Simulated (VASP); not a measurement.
CdSe, 2 atoms in the cell. The structure is cubic, space group F-43m (No. 216). The conventional cell has a = 5.808 Å, b = 5.808 Å, c = 5.808 Å, α = 90.00°, β = 90.00°, γ = 90.00°. Within 3.3 Å of Cd (site symmetry -43m) lie 4 Se at 2.51 Å. Within 3.3 Å of Se (site symmetry -43m) lie 4 Cd at 2.51 Å. 

```yaml
Program: VASP 6.6.1
Task: single point
Functional: PBEsol
Potentials_or_basis: VASP PAW PBE potentials, release 64 (Cd, Se)
Cutoff: 520 eV
k_mesh: 6 × 6 × 6
Occupations: fermi-dirac, width 0.01 eV
Spin: non-collinear spin, zero start, spin-orbit coupling
Starting_moments: "[[0.0, 0.0, 0.0], [0.0, 0.0, 0.0]] μB"
Dipole_correction: no
Further_INCAR_settings: ALGO = Normal; EDIFF = 1e-06; NBANDS = 30
```

Potentials or basis: VASP PAW PBE potentials, release 64 (Cd, Se).

The run is started by

```console
$ cat potpaw_PBE.64/Cd/POTCAR potpaw_PBE.64/Se/POTCAR > POTCAR
$ mpirun -np 1 vasp_ncl > vasp.out
```

Hardware: 1 thread of Intel(R) Xeon(R) Platinum 8488C (Sapphire Rapids), with other jobs on the host.

**Question.** How long does it take, and how much memory?

**Answer.** Run time: 67 s on 1 thread of Intel(R) Xeon(R) Platinum 8488C (Sapphire Rapids), with other jobs on the host, peak memory 0.32 GiB. Counts: scf iterations 13, k points 22.
